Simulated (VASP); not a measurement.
# MgSe (Fm-3m) in VASP: a series of runs

Runs on MgSe. Level: PBEsol. Tasks: single point.

Everything below comes from runs of VASP 6.6.1. Logs are shortened: lines on timing, memory, paths and dates and some standing lists are left out, and cuts for length are marked.

### 1 The cell of the first run

Symmetry: Fm-3m, No. 225, cubic system. Conventional cell: a = 5.302 Å, b = 5.302 Å, c = 5.302 Å, α = 90.00°, β = 90.00°, γ = 90.00°. Within 3.5 Å of Mg (site symmetry m-3m) lie 6 Se at 2.65 Å. Se (site symmetry m-3m) has 6 Mg at 2.65 Å within 3.5 Å.

### 2 Single point, PBEsol

The input, INCAR:

```
SYSTEM = MgSe
PREC = Accurate
ENCUT = 600
EDIFF = 1E-6
ISMEAR = 0
SIGMA = 0.01
LREAL = .FALSE.
LASPH = .TRUE.
NELM = 120
ALGO = Normal
ISIF = 2
LWAVE = .FALSE.
LCHARG = .FALSE.
GGA = PS
NBANDS = 11
GGA_COMPAT = .FALSE.
```

The input, KPOINTS:

```
regular mesh
0
G
  5 5 5
  0 0 0
```

The input, POSCAR:

```
MgSe
1.0
    0.0000000000      2.6507908459      2.6507908459
    2.6507908459      0.0000000000      2.6507908459
    2.6507908459      2.6507908459      0.0000000000
Mg Se
1 1
Direct
    0.0000000000      0.0000000000      0.0000000000
    0.5000000000      0.5000000000      0.5000000000
```

Potentials or basis: VASP PAW PBE potentials, release 64 (Mg, Se).

On the command line:

```console
cat potpaw_PBE.64/Mg/POTCAR potpaw_PBE.64/Se/POTCAR > POTCAR
mpirun -np 1 vasp_std > vasp.out
```

OUTCAR:

```text
SYSTEM = MgSe
   PREC = Accurate
   ENCUT = 600
   EDIFF = 1E-6
   ISMEAR = 0
   LREAL = .FALSE.
   LASPH = .TRUE.
   NELM = 120
   ISIF = 2
   GGA = PS

 ion  position               nearest neighbor table
   1  0.000  0.000  0.000-   2 2.65   2 2.65   2 2.65   2 2.65   2 2.65   2 2.65
   2  0.500  0.500  0.500-   1 2.65   1 2.65   1 2.65   1 2.65   1 2.65   1 2.65

  LATTYP: Found a face centered cubic cell.
 ALAT       =     5.3015816918

  Lattice vectors:

 A1 = (   0.0000000000,   2.6507908459,   2.6507908459)
 A2 = (   2.6507908459,   0.0000000000,   2.6507908459)
 A3 = (   2.6507908459,   2.6507908459,   0.0000000000)

Analysis of symmetry for initial positions (statically):
=====================================================================
 Subroutine PRICEL returns:
 Original cell was already a primitive cell.

 Routine SETGRP: Setting up the symmetry group for a
 face centered cubic supercell.

 Subroutine GETGRP returns: Found 48 space group operations
 (whereof 48 operations were pure point group operations)
 out of a pool of 48 trial point group operations.

The static configuration has the point symmetry O_h .

Analysis of symmetry for dynamics (positions and initial velocities):
=====================================================================
 Subroutine PRICEL returns:
 Original cell was already a primitive cell.

 Routine SETGRP: Setting up the symmetry group for a
 face centered cubic supercell.

 Subroutine GETGRP returns: Found 48 space group operations
 (whereof 48 operations were pure point group operations)
 out of a pool of 48 trial point group operations.

The dynamic configuration has the point symmetry O_h .

 Subroutine INISYM returns: Found 48 space group operations
 (whereof 48 operations are pure point group operations),
 and found     1 'primitive' translations

----------------------------------------------------------------------------------------

                                     Primitive cell

  volume of cell :      37.2526

  direct lattice vectors                    reciprocal lattice vectors
     0.000000000  2.650790846  2.650790846    -0.188622954  0.188622954  0.188622954
     2.650790846  0.000000000  2.650790846     0.188622954 -0.188622954  0.188622954
     2.650790846  2.650790846  0.000000000     0.188622954  0.188622954 -0.188622954

  length of vectors
     3.748784365  3.748784365  3.748784365     0.326704540  0.326704540  0.326704540

  position of ions in fractional coordinates (direct lattice)
     0.000000000  0.000000000  0.000000000
     0.500000000  0.500000000  0.500000000

  ion indices of the primitive-cell ions
   primitive index   ion index
                 1           1
                 2           2

----------------------------------------------------------------------------------------

 KPOINTS: regular mesh

Automatic generation of k-mesh.
 Grid dimensions read from file:
 generate k-points for:    5    5    5

 Generating k-lattice:

  Cartesian coordinates                     Fractional coordinates (reciprocal lattice)
    -0.037724591  0.037724591  0.037724591     0.200000000  0.000000000  0.000000000
     0.037724591 -0.037724591  0.037724591     0.000000000  0.200000000  0.000000000
     0.037724591  0.037724591 -0.037724591     0.000000000  0.000000000  0.200000000

  Length of vectors
     0.065340908  0.065340908  0.065340908

  Shift w.r.t. Gamma in fractional coordinates (k-lattice)
     0.000000000  0.000000000  0.000000000

 Subroutine IBZKPT returns following result:
 ===========================================

 Found     10 irreducible k-points:

 Following reciprocal coordinates:
            Coordinates               Weight
  0.000000  0.000000  0.000000      1.000000
  0.200000  0.000000  0.000000      8.000000
  0.400000  0.000000  0.000000      8.000000
  0.200000  0.200000  0.000000      6.000000
  0.400000  0.200000  0.000000     24.000000
 -0.400000  0.200000  0.000000     24.000000
 -0.200000  0.200000  0.000000     12.000000
  0.400000  0.400000  0.000000      6.000000
 -0.400000  0.400000  0.000000     12.000000
 -0.400000  0.400000  0.200000     24.000000
   k-points           NKPTS =     10   k-points in BZ     NKDIM =     10   number of bands    NBANDS=     11
   number of dos      NEDOS =    301   number of ions     NIONS =      2
   total plane-waves  NPLWV =  27000
   dimension x,y,z NGX =    30 NGY =   30 NGZ =   30
   dimension x,y,z NGXF=    60 NGYF=   60 NGZF=   60
   ions per type =               1   1
   NGX,Y,Z   is equivalent  to a cutoff of  13.30, 13.30, 13.30 a.u.
   NGXF,Y,Z  is equivalent  to a cutoff of  26.61, 26.61, 26.61 a.u.
 SYSTEM =  MgSe
   PREC   = accura    normal or accurate (medium, high low for compatibility)
   ISTART =      0    job   : 0-new  1-cont  2-samecut
   ICHARG =      2    charge: 1-file 2-atom 10-const
   ISPIN  =      1    spin polarized calculation?
   LNONCOLLINEAR =      F non collinear calculations
   LSORBIT =      F    spin-orbit coupling
   LASPH  =      T    aspherical Exc in radial PAW
   ENCUT  =  600.0 eV  44.10 Ry    6.64 a.u.   7.49  7.49  7.49*2*pi/ulx,y,z
   NELM   =    120;   NELMIN=  2; NELMDL= -5     # of ELM steps
   EDIFF  = 0.1E-05   stopping-criterion for ELM
   LREAL  =      F    real-space projection
   EDIFFG = 0.1E-04   stopping-criterion for IOM
   NSW    =      0    number of steps for IOM
   IBRION =     -1    ionic relax: 0-MD 1-quasi-New 2-CG
   NFREE  =      0    steps in history (QN), initial steepest desc. (CG)
   ISIF   =      2    stress and relaxation
   ISYM   =      2    0-nonsym 1-usesym 2-fastsym
   POTIM  = 0.5000    time-step for ionic-motion
   TEBEG  =    0.0;   TEEND  =   0.0 temperature during run
   PSTRESS=    0.0 pullay stress
   NELECT =       8.0000    total number of electrons
   NUPDOWN=      -1.0000    fix difference up-down
   EMIN   =  10.00;   EMAX   =-10.00  energy-range for DOS
   EFERMI =   0.00;   METHOD = LEGACY
   ISMEAR =     0;   SIGMA  =   0.01  broadening in eV -4-tet -1-fermi 0-gaus
   EFERMI_NEDOS =   21; number of points for ismear=-14 and -15
   IALGO  =     38    algorithm
   IMIX   =      4    mixing-type and parameters
     AMIX     =   0.40;   BMIX     =  1.00
     AMIX_MAG =   1.60;   BMIX_MAG =  1.00
  volume/ion in A,a.u.               =      18.63       125.70
  Fermi-wavevector in a.u.,A,eV,Ry     =   0.980361  1.852614 13.076664  0.961108
  Thomas-Fermi vector in A             =   2.111285
   LORBIT       =      0    0 simple, 1 ext, 2 COOP (PROOUT), +10 PAW based schemes
   GGA     = PS    functional components
   LHFCALC =     F    Hartree Fock is set to
   AEXX    =    0.0000 exact exchange contribution
   IVDW    =     0    specifies the selected vdW correction
   LEPSILON=     F    determine dielectric tensor
   LRPA    =     F    only Hartree local field effects (RPA)
 non-spin polarized calculation
 Gauss-broadening in eV      SIGMA  =   0.01
  energy-cutoff  :      600.00
  volume of cell :       37.25
 maximum number of plane-waves:      1252
 NGX is ok and might be reduce to    30
   NGX = 15   NGY = 15   NGZ = 15

 number of electron       7.9999999 magnetization

 Free energy of the ion-electron system (eV)
  ---------------------------------------------------
  ext. energy  EPLUGINS =         0.00000000
  ---------------------------------------------------
  free energy    TOTEN  =        -8.02515397 eV

  energy without entropy =       -8.02515397  energy(sigma->0) =       -8.02515397

 E-fermi :   3.9778     XC(G=0):  -9.9593

 val. band max:        3.8951761839   @ k =   0.0000   0.0000   0.0000
 cond. band min:       6.1983020344   @ k =   0.4000   0.4000   0.0000
 fundamental gap:      2.3031258506
 Fermi energy:         3.9777782838

 k-point     1 :       0.0000    0.0000    0.0000
  band No.  band energies     occupation
      1      -9.5740      2.00000
      2       3.8952      2.00000
      3       3.8952      2.00000
      4       3.8952      2.00000
      5       6.9804      0.00000
      6      11.1741      0.00000
      7      11.1741      0.00000
      8      11.1741      0.00000
      9      13.9707      0.00000
     10      13.9707      0.00000
     11      14.7661      0.00000

 k-point     2 :       0.2000    0.0000    0.0000
  band No.  band energies     occupation
      1      -9.1931      2.00000
      2       1.3850      2.00000
      3       3.6189      2.00000
      4       3.6189      2.00000
      5       8.2283      0.00000
      6      11.3275      0.00000
      7      11.3275      0.00000
      8      11.3894      0.00000
      9      13.0434      0.00000
     10      13.0434      0.00000
     11      14.5556      0.00000

 k-point     3 :       0.4000    0.0000    0.0000
  band No.  band energies     occupation
      1      -8.4007      2.00000
      2      -1.1820      2.00000
      3       3.2532      2.00000
      4       3.2532      2.00000
      5       7.7846      0.00000
      6      10.1878      0.00000
      7      10.1878      0.00000
      8      13.2085      0.00000
      9      14.9011      0.00000
     10      16.1006      0.00000
     11      16.1006      0.00000

 k-point     4 :       0.2000    0.2000    0.0000
  band No.  band energies     occupation
      1      -9.0702      2.00000
      2       1.5808      2.00000
      3       3.0121      2.00000
      4       3.0121      2.00000
      5       8.8277      0.00000
      6       9.2062      0.00000
      7      11.0280      0.00000
      8      12.9936      0.00000
      9      12.9936      0.00000
     10      14.6683      0.00000
     11      16.9460      0.00000

 k-point     5 :       0.4000    0.2000    0.0000
  band No.  band energies     occupation
      1      -8.4029      2.00000
      2      -0.3313      2.00000
      3       2.1383      2.00000
      4       2.6076      2.00000
      5       7.9682      0.00000
      6       9.8467      0.00000
      7      11.4206      0.00000
      8      12.2394      0.00000
      9      15.5303      0.00000
     10      17.0603      0.00000
     11      17.2797      0.00000

 k-point     6 :      -0.4000    0.2000    0.0000
  band No.  band energies     occupation
      1      -8.0684      2.00000
      2      -1.0706      2.00000
      3       1.3647      2.00000
      4       2.8376      2.00000
      5       8.1764      0.00000
      6      10.3398      0.00000
      7      11.1643      0.00000
      8      13.6862      0.00000
      9      15.4298      0.00000
     10      15.9003      0.00000
     11      16.6981      0.00000

 k-point     7 :      -0.2000    0.2000    0.0000
  band No.  band energies     occupation
      1      -8.6600      2.00000
      2       0.1697      2.00000
      3       1.8788      2.00000
      4       3.4747      2.00000
      5       9.3779      0.00000
      6      10.7225      0.00000
      7      10.8967      0.00000
      8      11.0053      0.00000
      9      12.8216      0.00000
     10      16.8830      0.00000
     11      16.9510      0.00000

 k-point     8 :       0.4000    0.4000    0.0000
  band No.  band energies     occupation
      1      -8.0509      2.00000
      2      -0.5673      2.00000
      3       2.0117      2.00000
      4       2.0117      2.00000
      5       6.1983      0.00000
      6       7.6611      0.00000
      7      15.0779      0.00000
      8      15.9708      0.00000
      9      15.9708      0.00000
     10      16.3723      0.00000
     11      21.3249      0.00000

 k-point     9 :      -0.4000    0.4000    0.0000
  band No.  band energies     occupation
      1      -7.8249      2.00000
      2      -0.5606      2.00000
      3       0.5494      2.00000
      4       2.1176      2.00000
      5       6.6730      0.00000
      6       9.3093      0.00000
      7      13.7747      0.00000
      8      14.7158      0.00000
      9      15.3675      0.00000
     10      17.6657      0.00000
     11      20.4671      0.00000

 k-point    10 :      -0.4000    0.4000    0.2000
  band No.  band energies     occupation
      1      -7.9280      2.00000
      2      -0.4103      2.00000
      3       0.7072      2.00000
      4       1.7366      2.00000
      5       8.4784      0.00000
      6      10.4059      0.00000
      7      10.7130      0.00000
      8      13.6659      0.00000
      9      16.3564      0.00000
     10      16.6084      0.00000
     11      20.0728      0.00000

------------------------ aborting loop because EDIFF is reached ----------------------------------------

  FORCE on cell =-STRESS in cart. coord.  units (eV):
  Direction    XX          YY          ZZ          XY          YZ          ZX
  --------------------------------------------------------------------------------------
  -------------------------------------------------------------------------------------
  Total        1.5137597      1.5137597      1.5137597     -0.0000000     -0.0000000      0.0000000
  in kB       65.1045177     65.1045177     65.1045177     -0.0000000     -0.0000000      0.0000000
  external PRESSURE =      65.1045177 kB  Pullay stress =       0.0000000 kB

 VOLUME and BASIS-vectors are now :
 -----------------------------------------------------------------------------
  energy-cutoff  :      600.00
  volume of cell :       37.25
      direct lattice vectors                 reciprocal lattice vectors
     0.000000000  2.650790846  2.650790846    -0.188622954  0.188622954  0.188622954
     2.650790846  0.000000000  2.650790846     0.188622954 -0.188622954  0.188622954
     2.650790846  2.650790846  0.000000000     0.188622954  0.188622954 -0.188622954

 POSITION                                       TOTAL-FORCE (eV/Angst)
 -----------------------------------------------------------------------------------
      0.00000      0.00000      0.00000         0.000000      0.000000     -0.000000
      2.65079      2.65079      2.65079        -0.000000     -0.000000      0.000000
 -----------------------------------------------------------------------------------
    total drift:                               -0.000000     -0.000000      0.000000

  FREE ENERGIE OF THE ION-ELECTRON SYSTEM (eV)
  ---------------------------------------------------
  free  energy   TOTEN  =        -8.0251539660 eV

  energy  without entropy=       -8.0251539660  energy(sigma->0) =       -8.02515397
```

It took 5.4 s on 1 thread of Intel Xeon Platinum 8559C (Emerald Rapids), shared host; peak memory 0.16 GiB.

What came out:

```yaml
Free_energy: -8.0252 eV
Pressure: 6.5 GPa
Band_gap_on_the_k_mesh: 2.30 eV, indirect (least direct gap 3.09 eV)
```

Caveat: the PAW data sets were made with another functional, which shifts forces and pressure a little. A k mesh can miss the band edges.

(Part 1 of 2 ends here.)
